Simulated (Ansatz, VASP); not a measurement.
## MgI2: VASP beside Ansatz

File INCAR:

```
ALGO     = Normal         # electronic algorithm
EDIFF    = 1E-6           # SCF threshold, eV
EDIFFG   = -0.002         # ionic threshold
ENCUT    = 600            # plane-wave cutoff, eV
GGA      = PS             # functional
IBRION   = 2              # ionic algorithm
ISIF     = 3              # what is computed and relaxed
ISMEAR   = -1             # smearing method
LASPH    = T              # aspherical terms in the spheres
LCHARG   = F              # write CHGCAR
LREAL    = F              # projectors in reciprocal space
LWAVE    = F              # write WAVECAR
NELM     = 60             # most SCF steps
NSW      = 100            # ionic steps
PREC     = Accurate       # precision mode
SIGMA    = 0.08           # smearing width, eV
```

Contents of KPOINTS:

```
k-points
0
Gamma
  10 10 6
```

The input POSCAR:

```
MgI2
1.0
    4.1400000000      0.0000000000      0.0000000000
   -2.0700000000      3.5853451717      0.0000000000
    0.0000000000      0.0000000000      6.8800000000
Mg I
1 2
Direct
    0.0000000000      0.0000000000      0.0000000000
    0.3333333333      0.6666666667      0.2500000000
    0.6666666667      0.3333333333      0.7500000000
```

Input for Ansatz:

```yaml
crystal:
  lattice:
    - [4.14000000001, 0.0, 0.0]
    - [-2.07000000001, 3.58534517168, 0.0]
    - [0.0, 0.0, 6.88]
  atoms:
    - { symbol: Mg, position: [0.0, 0.0, 0.0] }
    - { symbol: I, position: [0.333333333333, 0.666666666667, 0.25] }
    - { symbol: I, position: [0.666666666667, 0.333333333333, 0.75] }
kpoints:
  mp_grid: { grid: [10, 10, 6] }
scf:
  occupations: { method: fermi_dirac, width: 0.08 }
hamiltonian:
  xc: pbesol
  pseudopotentials: { kind: paw }
relax:
  f_tol: 0.002
  max_steps: 80
  cell: {}
output:
  forces: true
  stress: true
```

Alike in both runs: task relaxation of cell and atoms; functional PBEsol; k mesh 10 × 10 × 6; occupations fermi-dirac, width 0.08 eV; no spin polarisation.

```csv
,VASP,Ansatz
version,VASP 6.6.1,Ansatz 0.2.0
potentials or method,"VASP PAW PBE potentials, release 64 (Mg, I)","PAW with Ansatz's default frozen-core files, scalar-relativistic"
plane-wave cutoff (eV),600,420
valence electrons in the cell,16,44
```

```tsv
	VASP	Ansatz	Ansatz less VASP
relaxed volume (Å³/atom)	34.52	34.58	+0.054
relaxed length of the cell vector where the two differ most in proportion (Å)	7.017	7.022	+0.0045
```

VASP's potentials were made for PBE, not for PBEsol. VASP's potentials hold 16 valence electrons a cell and Ansatz's 44, so a difference there can come from the potentials and not from the codes.

Neither program's run includes spin-orbit coupling.
